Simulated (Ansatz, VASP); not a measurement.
## One calculation of NaH, two programs

File INCAR:

```
SYSTEM = NaH
PREC = Accurate
ENCUT = 520
EDIFF = 1E-6
ISMEAR = 0
SIGMA = 0.01
LREAL = .FALSE.
LASPH = .TRUE.
NELM = 80
ALGO = Normal
ISIF = 2
LWAVE = .FALSE.
LCHARG = .FALSE.
GGA = CA
NBANDS = 11
```

Contents of KPOINTS:

```
Automatic mesh
0
G
  6 6 6
  0 0 0
```

Contents of POSCAR:

```
NaH
1.0
    0.0000000000      2.3975116422      2.3975116422
    2.3975116422      0.0000000000      2.3975116422
    2.3975116422      2.3975116422      0.0000000000
Na H
1 1
Direct
    0.0000000000      0.0000000000      0.0000000000
    0.5000000000      0.5000000000      0.5000000000
```

Input for Ansatz:

```yaml
crystal:
  lattice:
    - [0.0, 2.3975116422, 2.3975116422]
    - [2.3975116422, 0.0, 2.3975116422]
    - [2.3975116422, 2.3975116422, 0.0]
  atoms:
    - { symbol: Na, position: [0.0, 0.0, 0.0] }
    - { symbol: H, position: [0.5, 0.5, 0.5] }
kpoints:
  mp_grid: { grid: [6, 6, 6] }
hamiltonian:
  xc: lda
scf:
  occupations: { method: fixed }
  n_extra_bands: 4
output:
  forces: true
  stress: true
  eigenvalues: true
```

Alike in both runs: task single point; functional LDA; k mesh 6 × 6 × 6; no spin polarisation.

|  | VASP | Ansatz |
| --- | --- | --- |
| version | VASP 6.6.1 | Ansatz 0.2.0 |
| potentials or method | VASP PAW LDA potentials, release 64 (Na_pv, H) | plane waves |
| plane-wave cutoff (eV) | 520 | 420 |
| occupations | gaussian, width 0.01 eV | fixed |
| valence electrons in the cell | 8 | 10 |

Ansatz gave:

```
gap on the k mesh at the Fermi level (eV) : 3.50
pressure (GPa)                            : -1.6
```

Task: What did VASP give for the same quantities?

Result: gap on the k mesh at the Fermi level (eV): 3.49; pressure (GPa): -1.7.

LDA's correlation is that of Perdew and Zunger in VASP and of Perdew and Wang (1992) in Ansatz. VASP's potentials hold 8 valence electrons a cell and Ansatz's 10, so a difference there can come from the potentials and not from the codes.
